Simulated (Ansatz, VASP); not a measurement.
## Two plane-wave programs on Al

INCAR

```
SYSTEM = Al
PREC = Accurate
ENCUT = 520
EDIFF = 1E-7
ISMEAR = 0
SIGMA = 0.15
LREAL = .FALSE.
LASPH = .TRUE.
NELM = 80
ALGO = Fast
ISIF = 2
LWAVE = .FALSE.
LCHARG = .FALSE.
GGA = PE
NBANDS = 10
```

KPOINTS

```
regular mesh
0
G
  20 20 12
  0 0 0
```

File POSCAR:

```
Al
1.0
   -1.6606977635      1.6606977635      1.6175102401
    1.6606977635     -1.6606977635      1.6175102401
    3.3213955269      3.3213955269      0.0000000000
Al
2
Direct
    0.0390818832     -0.0390818832      0.0000000000
    0.4609181168      0.5390818832      0.5000000000
```

Input for Ansatz:

```yaml
crystal:
  lattice:
    - [-1.6606977635, 1.6606977635, 1.6175102401]
    - [1.6606977635, -1.6606977635, 1.6175102401]
    - [3.3213955269, 3.3213955269, 0.0]
  atoms:
    - { symbol: Al, position: [0.0390818832, -0.0390818832, 0.0] }
    - { symbol: Al, position: [0.4609181168, 0.5390818832, 0.5] }
basis:
  ecutwfc: 420
kpoints:
  mp_grid: { grid: [20, 20, 12] }
hamiltonian:
  xc: pbe
scf:
  occupations: { method: gaussian, width: 0.15 }
output:
  forces: true
  stress: true
  eigenvalues: true
```

Change from the starting cell: mode 1 frozen in at -0.179 Å, equal normal strain along x and y +0.0267.

Alike in both runs: task single point; functional PBE; k mesh 20 × 20 × 12; occupations gaussian, width 0.15 eV; no spin polarisation.

|  | VASP | Ansatz |
| --- | --- | --- |
| version | VASP 6.6.1 | Ansatz 0.2.0 |
| potentials or method | VASP PAW PBE potentials, release 64 (Al), cutoff 520 eV | scalar-relativistic, plane waves, PAW |
| valence electrons in the cell | 6 | 6 |

|  | VASP | Ansatz | Ansatz less VASP |
| --- | --- | --- | --- |
| gap on the k mesh at the Fermi level (eV) | none | none | - |
| pressure (GPa) | -3.5 | -3.5 | +0.02 |
| traceless stress, the component that is largest in VASP (GPa) | -0.81 | -0.81 | -0.002 |
| rms of the force components (eV/Å) | 0.081 | 0.081 | -0.0002 |

Atom by atom the forces differ by 0.000 eV/Å (rms over components). A gap of «none» marks a metal or a gap that the smearing closes.
